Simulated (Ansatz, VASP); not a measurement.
EuOs3 in VASP and in Ansatz

INCAR

```
PREC = Accurate
ENCUT = 520
EDIFF = 1E-6
ISMEAR = 0
SIGMA = 0.05
LREAL = F
LASPH = T
NELM = 150
ALGO = Fast
ISIF = 2
LWAVE = F
LCHARG = F
ISPIN = 2
MAGMOM = 6.75 0 0 0
LORBIT = 11
LMAXMIX = 6
GGA = PE
NBANDS = 32
```

Contents of KPOINTS:

```
Automatic mesh
0
Gamma
  8 8 8
```

POSCAR

```
EuOs3
1.0
    4.1169004997      0.0000000000      0.0000000000
    0.0000000000      4.1169004997      0.0000000000
    0.0000000000      0.0000000000      4.1169004997
Eu Os
1 3
Direct
    0.0000000000      0.0000000000      0.0000000000
    0.0000000000      0.5000000000      0.5000000000
    0.5000000000      0.5000000000      0.0000000000
    0.5000000000      0.0000000000      0.5000000000
```

Input for Ansatz:

```yaml
crystal:
  lattice:
    - [4.1169004997, 0.0, 0.0]
    - [0.0, 4.1169004997, 0.0]
    - [0.0, 0.0, 4.1169004997]
  atoms:
    - { symbol: Eu, position: [0.0, 0.0, 0.0], spin: 6.75 }
    - { symbol: Os, position: [0.0, 0.5, 0.5] }
    - { symbol: Os, position: [0.5, 0.5, 0.0] }
    - { symbol: Os, position: [0.5, 0.0, 0.5] }
basis:
  ecutwfc: 420
  ecutrho_ratio: 4
kpoints:
  mp_grid: { grid: [8, 8, 8] }
hamiltonian:
  xc: pbe
scf:
  occupations: { method: gaussian, width: 0.05 }
output:
  forces: true
  stress: true
  eigenvalues: true
  populations: true
  write_density: true
  write_potential: true
  elf: true
  volumetric_format: npy
magnetization:
  spin_polarized: true
```

Alike in both runs: task single point; functional PBE; k mesh 8 × 8 × 8; occupations gaussian, width 0.05 eV; collinear spin.

|  | VASP | Ansatz |
| --- | --- | --- |
| version | VASP 6.6.1 | Ansatz 0.2.0 |
| potentials or method | VASP PAW PBE potentials, release 64 (Eu, Os), cutoff 520 eV | scalar-relativistic, plane waves, PAW |
| valence electrons in the cell | 41 | 65 |

```csv
,VASP,Ansatz,Ansatz less VASP
gap on the k mesh at the Fermi level (eV),none,none,-
pressure (GPa),-7.3,-7.5,-0.22
net moment per atom (μB),1.34,1.34,+0.002
size of the moment on the site where the two differ most (μB),6.09,6.16,+0.069
```

Site moments also hang on the region over which each program counts them. A gap of «none» marks a metal or a gap that the smearing closes. VASP's potentials hold 41 valence electrons a cell and Ansatz's 65, so a difference there can come from the potentials and not from the codes.

Neither program's run includes spin-orbit coupling.
